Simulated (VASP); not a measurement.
Write the native input for VASP 6.6.1 that does the following.

```
Task                   : single point
Functional             : PBE
Potentials or basis    : VASP PAW PBE potentials, release 64 (Zn, Se)
Cutoff                 : 520 eV
k mesh                 : 14 × 14 × 14
Occupations            : fermi-dirac, width 0.05 eV
Spin                   : no spin polarisation
Dipole correction      : no
Further INCAR settings : ALGO = Normal; EDIFF = 1e-06; NBANDS = 16
```

The structure of ZnSe (CsCl type) lies in POSCAR:

```
ZnSe
1.0
    3.1768452911      0.0000000000      0.0000000000
    0.0000000000      3.1768452911      0.0000000000
    0.0000000000      0.0000000000      3.1768452911
Zn Se
1 1
Direct
    0.0000000000      0.0000000000      0.0000000000
    0.5000000000      0.5000000000      0.5000000000
```

These files were run (other wordings do the same):

INCAR

```
SYSTEM = ZnSe
ALGO     = Normal         ! electronic algorithm
EDIFF    = 1E-6           ! SCF threshold, eV
ENCUT    = 520            ! plane-wave cutoff, eV
GGA      = PE             ! functional
ISIF     = 2              ! what is computed and relaxed
ISMEAR   = -1             ! smearing method
LASPH    = .TRUE.         ! aspherical terms in the spheres
LCHARG   = .TRUE.         ! write CHGCAR
LELF     = .TRUE.         ! ELF
LREAL    = .FALSE.        ! projectors in reciprocal space
LVHAR    = .TRUE.       
LWAVE    = .FALSE.        ! write WAVECAR
NBANDS   = 16             ! bands
NELM     = 80             ! most SCF steps
PREC     = Accurate       ! precision mode
SIGMA    = 0.05           ! smearing width, eV
```

KPOINTS

```
k-points
0
G
  14 14 14
  0 0 0
```

Potentials or basis: VASP PAW PBE potentials, release 64 (Zn, Se).

Launch:

```bash
$ cat potpaw_PBE.64/Zn/POTCAR potpaw_PBE.64/Se/POTCAR > POTCAR
$ mpirun -np 1 vasp_std > vasp.out
```

Results of the run:

```
Pressure               : 15.3 GPa
Band gap on the k mesh : zero (band 9 reaches 6.14 eV, above the bottom of band 10 at 4.11 eV)
```

Wall time 12 s on 1 thread of Intel(R) Xeon(R) 6975P-C (Granite Rapids) (shared host), peak memory 0.18 GiB.
